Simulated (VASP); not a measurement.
PbF2: single point with PBEsol

The system is PbF2.

```
CELL_PARAMETERS angstrom
0.00000 3.13517 2.66490
3.13517 0.00000 2.66490
3.13517 3.13517 0.00000
ATOMIC_POSITIONS crystal
Pb 0.00000 0.00000 0.00000
F 0.25000 0.25000 0.25000
F 0.75000 0.75000 0.75000
```

This cell differs from its parent crystal: ratio of the length along z to the lengths across it x 0.85, volume and fractional coordinates fixed.

```
Program                : VASP 6.6.1
Task                   : single point
Functional             : PBEsol
Potentials or basis    : VASP PAW PBE potentials, release 64 (Pb_d, F)
Cutoff                 : 520 eV
k mesh                 : 8 × 8 × 8
Occupations            : gaussian, width 0.05 eV
Spin                   : no spin polarisation
Dipole correction      : no
Further INCAR settings : ALGO = Normal; EDIFF = 1e-06; NBANDS = 21
```

- Pressure: -2.3 GPa
- Band gap on the k mesh: 3.70 eV, indirect (least direct gap 4.16 eV)

Stress tensor (GPa, compression positive):
```
-5.48  0.00  0.00
 0.00 -5.48  0.00
 0.00  0.00  3.94
```

Levels at points of the mesh, in eV from the valence-band top:
| k point | band 10 | band 11 | band 12 | band 13 | band 14 | band 15 | band 16 | band 17 | band 18 | band 19 |
| --- | --- | --- | --- | --- | --- | --- | --- | --- | --- | --- |
| (0.00, 0.00, 0.00) | -2.47 | -2.47 | -2.46 | -2.46 | -1.28 | 6.01 | 6.70 | 6.70 | 10.25 | 13.17 |
| (0.50, 0.00, 0.00) | -3.00 | -2.54 | -2.36 | -2.15 | -0.31 | 4.38 | 7.13 | 7.36 | 12.59 | 13.04 |
| (0.50, 0.50, 0.00) | -3.91 | -1.79 | -1.79 | -1.10 | -1.08 | 3.84 | 7.26 | 7.26 | 8.68 | 14.74 |
| (0.50, 0.00, 0.50) | -3.42 | -1.97 | -1.83 | -1.07 | -0.20 | 3.96 | 6.99 | 7.93 | 8.52 | 13.41 |

It took 30 s on 1 thread of Intel(R) Xeon(R) Platinum 8559C (Emerald Rapids), with other jobs on the host, peak memory 0.21 GiB.

Caveat: the PAW data sets were made with another functional, which shifts forces and pressure a little; spin-orbit coupling is left out, which moves the levels of the heavy elements. A k mesh can miss the band edges.
